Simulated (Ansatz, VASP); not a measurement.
**Two plane-wave programs on LiAg3Cl3**

```xyz
7
Lattice="7.2124 -1.7740 0.0000 7.2124 1.7740 0.0000 -2.8825 0.0000 6.1723" Properties=species:S:1:pos:R:3 pbc="T T T"
Li    7.4600    0.0000    3.9089
Ag    8.2135    0.0000    0.8988
Ag    5.4945    0.0000    0.3212
Ag   11.5724    0.0000    5.0664
Cl    5.1812    0.0000    3.3465
Cl    1.4057    0.0000    2.8764
Cl   10.7692    0.0000    0.0413
```

Change from the starting cell: the structure that the rattled cell fell into.

Alike in both runs: task single point; functional PBE; k mesh 6 × 6 × 4; occupations gaussian, width 0.1 eV; no spin polarisation.

|  | VASP | Ansatz |
| --- | --- | --- |
| version | VASP 6.6.1 | Ansatz 0.2.0 |
| potentials or method | VASP PAW PBE potentials, release 64 (Li_sv, Ag, Cl), cutoff 520 eV | scalar-relativistic, plane waves, PAW |
| valence electrons in the cell | 57 | 81 |

```csv
,VASP,Ansatz,Ansatz less VASP
gap on the k mesh at the Fermi level (eV),none,none,-
rms of the force components (eV/Å),0.006,0.005,-0.0016
```

Atom by atom the forces differ by 0.004 eV/Å (rms over components). A gap of «none» marks a metal or a gap that the smearing closes. VASP's potentials hold 57 valence electrons a cell and Ansatz's 81, so a difference there can come from the potentials and not from the codes.

Noted on VASP's run: the cutoff is under 1.25 times that of the potentials, so the pressure is a little rough.
